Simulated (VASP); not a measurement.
# TiAl3 (Pmm2) in VASP: a series of runs, part 2 of 3

VASP 6.6.1. The steps go on from the part before.

## 4. Single point, PBE

This run uses another cell than the first one, of 15.64 Å³/atom.

The input, INCAR:

```
SYSTEM = TiAl3
PREC = Accurate ; ENCUT = 520
EDIFF = 1E-6 ; ISMEAR = -1
SIGMA = 0.05 ; LREAL = .False.
LASPH = .True. ; NELM = 80
ALGO = Normal ; ISIF = 2
LWAVE = .False. ; LCHARG = .True.
GGA = PE ; LELF = .True.
LVHAR = .True. ; NBANDS = 18
```

The input, KPOINTS:

```
Automatic mesh
0
Gamma
  9 6 6
  0 0 0
```

The input, POSCAR:

```
TiAl3
1.0
    2.8012982818      0.0000000000      0.0000000000
    0.0000000000      4.6179959200      0.0000000000
    0.0000000000      0.0000000000      4.8345076374
Ti Al
1 3
Direct
    0.0000000000      0.5000000000      0.1659160000
    0.0000000000      0.0000000000      0.8359000000
    0.5000000000      0.0000000000      0.3309120000
    0.5000000000      0.5000000000      0.6672710000
```

Potentials or basis: VASP PAW PBE potentials, release 64 (Ti_sv, Al).

Started as:

```console
$ cat potpaw_PBE.64/Ti_sv/POTCAR potpaw_PBE.64/Al/POTCAR > POTCAR
$ mpirun -np 1 vasp_std > vasp.out
```

OUTCAR:

```text
SYSTEM = TiAl3
   PREC = Accurate
   ENCUT = 520
   EDIFF = 1E-6
   ISMEAR = -1
   LREAL = .False.
   LASPH = .True.
   NELM = 80
   ISIF = 2
   GGA = PE

 ion  position               nearest neighbor table
   1  0.000  0.500  0.166-   4 2.79   4 2.79   4 2.80   4 2.80   2 2.81   2 2.81   3 2.82   3 2.82
                             3 2.82   3 2.82
   2  0.000  0.000  0.836-   3 2.77   3 2.77   1 2.81   1 2.81   3 2.81   3 2.81   4 2.82   4 2.82
                             4 2.82   4 2.82
   3  0.500  0.000  0.331-   2 2.77   2 2.77   2 2.81   2 2.81   1 2.82   1 2.82   1 2.82   1 2.82
                             4 2.82   4 2.82
   4  0.500  0.500  0.667-   1 2.79   1 2.79   1 2.80   1 2.80   2 2.82   2 2.82   2 2.82   2 2.82
                             3 2.82   3 2.82

  LATTYP: Found a simple orthorhombic cell.
 ALAT       =     2.8012982818
 B/A-ratio  =     1.6485198845
 C/A-ratio  =     1.7258096608

  Lattice vectors:

 A1 = (   2.8012982818,   0.0000000000,   0.0000000000)
 A2 = (   0.0000000000,   4.6179959200,   0.0000000000)
 A3 = (   0.0000000000,   0.0000000000,   4.8345076374)

Analysis of symmetry for initial positions (statically):
=====================================================================
 Subroutine PRICEL returns:
 Original cell was already a primitive cell.

 Routine SETGRP: Setting up the symmetry group for a
 simple orthorhombic supercell.

 Subroutine GETGRP returns: Found  4 space group operations
 (whereof  4 operations were pure point group operations)
 out of a pool of  8 trial point group operations.

The static configuration has the point symmetry C_2v.

Analysis of symmetry for dynamics (positions and initial velocities):
=====================================================================
 Subroutine PRICEL returns:
 Original cell was already a primitive cell.

 Routine SETGRP: Setting up the symmetry group for a
 simple orthorhombic supercell.

 Subroutine GETGRP returns: Found  4 space group operations
 (whereof  4 operations were pure point group operations)
 out of a pool of  8 trial point group operations.

The dynamic configuration has the point symmetry C_2v.

 Subroutine INISYM returns: Found  4 space group operations
 (whereof  4 operations are pure point group operations),
 and found     1 'primitive' translations

----------------------------------------------------------------------------------------

                                     Primitive cell

  volume of cell :      62.5410

  direct lattice vectors                    reciprocal lattice vectors
     2.801298282  0.000000000  0.000000000     0.356977337  0.000000000  0.000000000
     0.000000000  4.617995920  0.000000000     0.000000000  0.216544150  0.000000000
     0.000000000  0.000000000  4.834507637     0.000000000  0.000000000  0.206846296

  length of vectors
     2.801298282  4.617995920  4.834507637     0.356977337  0.216544150  0.206846296

  position of ions in fractional coordinates (direct lattice)
     0.000000000  0.500000000  0.165916000
     0.000000000  0.000000000  0.835900000
     0.500000000  0.000000000  0.330912000
     0.500000000  0.500000000  0.667271000

  ion indices of the primitive-cell ions
   primitive index   ion index
                 1           1
                 2           2
                 3           3
                 4           4

----------------------------------------------------------------------------------------

 KPOINTS: Automatic mesh

Automatic generation of k-mesh.
 Grid dimensions read from file:
 generate k-points for:    9    6    6

 Generating k-lattice:

  Cartesian coordinates                     Fractional coordinates (reciprocal lattice)
     0.039664149  0.000000000  0.000000000     0.111111111  0.000000000  0.000000000
     0.000000000  0.036090692  0.000000000     0.000000000  0.166666667  0.000000000
     0.000000000  0.000000000  0.034474383     0.000000000  0.000000000  0.166666667

  Length of vectors
     0.039664149  0.036090692  0.034474383

  Shift w.r.t. Gamma in fractional coordinates (k-lattice)
     0.000000000  0.000000000  0.000000000

 Subroutine IBZKPT returns following result:
 ===========================================

 Found     80 irreducible k-points:

 Following reciprocal coordinates:
            Coordinates               Weight
  0.000000  0.000000  0.000000      1.000000
  0.111111  0.000000  0.000000      2.000000
  0.222222  0.000000  0.000000      2.000000
  0.333333  0.000000  0.000000      2.000000
  0.444444  0.000000  0.000000      2.000000
  0.000000  0.166667  0.000000      2.000000
[... 16 lines left out ...]
  0.222222  0.000000  0.166667      4.000000
  0.333333  0.000000  0.166667      4.000000
 [... further k-points ...]
   k-points           NKPTS =     80   k-points in BZ     NKDIM =     80   number of bands    NBANDS=     18
   number of dos      NEDOS =    301   number of ions     NIONS =      4
   total plane-waves  NPLWV =  31104
   dimension x,y,z NGX =    24 NGY =   36 NGZ =   36
   dimension x,y,z NGXF=    48 NGYF=   72 NGZF=   72
   ions per type =               1   3
   NGX,Y,Z   is equivalent  to a cutoff of  14.24, 12.96, 12.38 a.u.
   NGXF,Y,Z  is equivalent  to a cutoff of  28.49, 25.92, 24.76 a.u.
 SYSTEM =  TiAl3
   PREC   = accura    normal or accurate (medium, high low for compatibility)
   ISTART =      0    job   : 0-new  1-cont  2-samecut
   ICHARG =      2    charge: 1-file 2-atom 10-const
   ISPIN  =      1    spin polarized calculation?
   LNONCOLLINEAR =      F non collinear calculations
   LSORBIT =      F    spin-orbit coupling
   LASPH  =      T    aspherical Exc in radial PAW
   ENCUT  =  520.0 eV  38.22 Ry    6.18 a.u.   5.21  8.59  8.99*2*pi/ulx,y,z
   NELM   =     80;   NELMIN=  2; NELMDL= -5     # of ELM steps
   EDIFF  = 0.1E-05   stopping-criterion for ELM
   LREAL  =      F    real-space projection
   EDIFFG = 0.1E-04   stopping-criterion for IOM
   NSW    =      0    number of steps for IOM
   IBRION =     -1    ionic relax: 0-MD 1-quasi-New 2-CG
   NFREE  =      0    steps in history (QN), initial steepest desc. (CG)
   ISIF   =      2    stress and relaxation
   ISYM   =      2    0-nonsym 1-usesym 2-fastsym
   POTIM  = 0.5000    time-step for ionic-motion
   TEBEG  =    0.0;   TEEND  =   0.0 temperature during run
   PSTRESS=    0.0 pullay stress
   NELECT =      21.0000    total number of electrons
   NUPDOWN=      -1.0000    fix difference up-down
   EMIN   =  10.00;   EMAX   =-10.00  energy-range for DOS
   EFERMI =   0.00;   METHOD = LEGACY
   ISMEAR =    -1;   SIGMA  =   0.05  broadening in eV -4-tet -1-fermi 0-gaus
   EFERMI_NEDOS =   21; number of points for ismear=-14 and -15
   IALGO  =     38    algorithm
   IMIX   =      4    mixing-type and parameters
     AMIX     =   0.40;   BMIX     =  1.00
     AMIX_MAG =   1.60;   BMIX_MAG =  1.00
  volume/ion in A,a.u.               =      15.64       105.51
  Fermi-wavevector in a.u.,A,eV,Ry     =   1.137871  2.150264 17.616137  1.294750
  Thomas-Fermi vector in A             =   2.274575
   LORBIT       =      0    0 simple, 1 ext, 2 COOP (PROOUT), +10 PAW based schemes
   GGA     = PE    functional components
   LHFCALC =     F    Hartree Fock is set to
   AEXX    =    0.0000 exact exchange contribution
   IVDW    =     0    specifies the selected vdW correction
   LEPSILON=     F    determine dielectric tensor
   LRPA    =     F    only Hartree local field effects (RPA)
 non-spin polarized calculation
  energy-cutoff  :      520.00
  volume of cell :       62.54
 maximum number of plane-waves:      1704
 NGX is ok and might be reduce to    24
   NGX = 11   NGY = 17   NGZ = 17

 number of electron      21.0000001 magnetization

 Free energy of the ion-electron system (eV)
  ---------------------------------------------------
  ext. energy  EPLUGINS =         0.00000000
  ---------------------------------------------------
  free energy    TOTEN  =       -20.00628654 eV

  energy without entropy =      -19.98497798  energy(sigma->0) =      -19.99563226

 E-fermi :   8.4792     XC(G=0): -10.7938

 val. band max:        8.4656771629   @ k =   0.2222   0.5000   0.3333
 cond. band min:       8.4838088338   @ k =   0.2222   0.3333   0.3333
 fundamental gap:      0.0181316708
 Fermi energy:         8.4791655074

 k-point     1 :       0.0000    0.0000    0.0000
  band No.  band energies     occupation
      1     -47.9266      2.00000
      2     -24.2646      2.00000
      3     -24.2611      2.00000
      4     -23.8628      2.00000
      5      -1.8847      2.00000
      6       3.3010      2.00000
[... 481 lines left out ...]
      5       0.3667      2.00000
      6       4.1950      2.00000
[... 10 lines left out ...]
     17      12.5042      0.00000
     18      13.6346      0.00000

 [... further k-points ...]
[... 5 lines left out ...]
  --------------------------------------------------------------------------------------
  -------------------------------------------------------------------------------------
  Total        0.8399394      2.1020332      2.1234763      0.0000000      0.0000000      0.0000000
  in kB       21.5175787     53.8499133     54.3992423      0.0000000      0.0000000      0.0000000
  external PRESSURE =      43.2555781 kB  Pullay stress =       0.0000000 kB

 VOLUME and BASIS-vectors are now :
 -----------------------------------------------------------------------------
  energy-cutoff  :      520.00
  volume of cell :       62.54
      direct lattice vectors                 reciprocal lattice vectors
     2.801298282  0.000000000  0.000000000     0.356977337  0.000000000  0.000000000
     0.000000000  4.617995920  0.000000000     0.000000000  0.216544150  0.000000000
     0.000000000  0.000000000  4.834507637     0.000000000  0.000000000  0.206846296

 POSITION                                       TOTAL-FORCE (eV/Angst)
 -----------------------------------------------------------------------------------
      0.00000      2.30900      0.80212         0.000000      0.000000     -0.020000
      0.00000      0.00000      4.04116         0.000000      0.000000     -0.003782
      1.40065      0.00000      1.59980         0.000000      0.000000      0.060572
      1.40065      2.30900      3.22593         0.000000      0.000000     -0.036790
 -----------------------------------------------------------------------------------
    total drift:                                0.000000      0.000000      0.000080

  FREE ENERGIE OF THE ION-ELECTRON SYSTEM (eV)
  ---------------------------------------------------
  free  energy   TOTEN  =       -20.0062865362 eV

  energy  without entropy=      -19.9849779791  energy(sigma->0) =      -19.99563226
```

stdout:

```text
POSCAR found type information on POSCAR TiAl
 POSCAR found :  2 types and       4 ions
 scaLAPACK will be used
 LDA part: xc-table for (Slater+PW92), standard interpolation
 POSCAR, INCAR and KPOINTS ok, starting setup
 FFT: planning ... GRIDC
 FFT: planning ... GRID_SOFT
 FFT: planning ... GRID
 WAVECAR not read
 entering main loop
```

Run time: 60 s. Hardware: 1 thread of Intel Xeon 8259CL, shared host; peak memory 0.23 GiB.

Results:

| Item | Value |
| --- | --- |
| Free energy | -20.0063 eV |
| Pressure | 4.3 GPa |
| Largest force | 0.061 eV/Å |
| Band gap on the k mesh | zero (an odd number of electrons rules out a gap without spin polarisation) |

Forces on the atoms (eV/Å):
```
Ti   0.000  0.000 -0.020
Al   0.000  0.000 -0.004
Al   0.000  0.000  0.061
Al   0.000  0.000 -0.037
```

Caveat: the cell stands under pressure.

## 5. Single point, PBE

This run uses another cell than the first one, of 15.96 Å³/atom.

The input, INCAR:

```
SYSTEM = TiAl3
ALGO     = Normal         ! electronic algorithm
EDIFF    = 1E-7           ! SCF threshold, eV
ENCUT    = 520            ! plane-wave cutoff, eV
GGA      = PE             ! functional
ISIF     = 2              ! what is computed and relaxed
ISMEAR   = -1             ! smearing method
LASPH    = .True.         ! aspherical terms in the spheres
LCHARG   = .False.        ! write CHGCAR
LREAL    = .False.        ! projectors in reciprocal space
LWAVE    = .False.        ! write WAVECAR
NBANDS   = 18             ! bands
NELM     = 100            ! most SCF steps
PREC     = Accurate       ! precision mode
SIGMA    = 0.05           ! smearing width, eV
```

The input, KPOINTS:

```
k-points
0
Gamma
  9 6 6
  0 0 0
```

The input, POSCAR:

```
TiAl3
1.0
    2.8206181908      0.0000000000      0.0000000000
    0.0000000000      4.6498451741      0.0000000000
    0.0000000000      0.0000000000      4.8678501230
Ti Al
1 3
Direct
    0.0000000000      0.5000000000      0.1659160000
    0.0000000000      0.0000000000      0.8359000000
    0.5000000000      0.0000000000      0.3309120000
    0.5000000000      0.5000000000      0.6672710000
```

Started as:

```console
$ cat potpaw_PBE.64/Ti_sv/POTCAR potpaw_PBE.64/Al/POTCAR > POTCAR
$ mpirun -np 1 vasp_std > vasp.out
```

Wall time 82 s (1 thread of Intel Xeon 8259CL, shared host); peak memory 0.23 GiB.

Results (log left out):

```yaml
Free_energy: -20.0322 eV
Pressure: 2.0 GPa
Largest_force: 0.050 eV/Å
Band_gap_on_the_k_mesh: zero (an odd number of electrons rules out a gap without spin polarisation)
```

Forces in eV/Å, atoms in the order of the input:
```
Ti   0.000  0.000 -0.030
Al   0.000  0.000  0.006
Al   0.000  0.000  0.050
Al   0.000  0.000 -0.026
```

Stress tensor (GPa, compression positive):
```
-0.06  0.00  0.00
 0.00  3.13  0.00
 0.00  0.00  3.03
```

Levels at points of the mesh, in eV from the Fermi level:
```csv
k point,band 8,band 9,band 10,band 11,band 12,band 13,band 14,band 15
"(0.00, 0.00, 0.00)",-3.54,-2.64,-0.79,-0.38,2.41,2.47,2.78,2.84
"(0.00, 0.50, 0.00)",-3.13,-2.01,-1.49,-0.13,2.31,2.42,2.73,3.17
"(0.00, 0.00, 0.50)",-2.24,-2.10,-1.06,-0.28,2.29,2.32,2.49,3.29
"(0.00, 0.50, 0.50)",-4.83,-0.16,-0.02,0.78,2.33,2.34,3.75,5.08
```

[end of part 2 of 3]
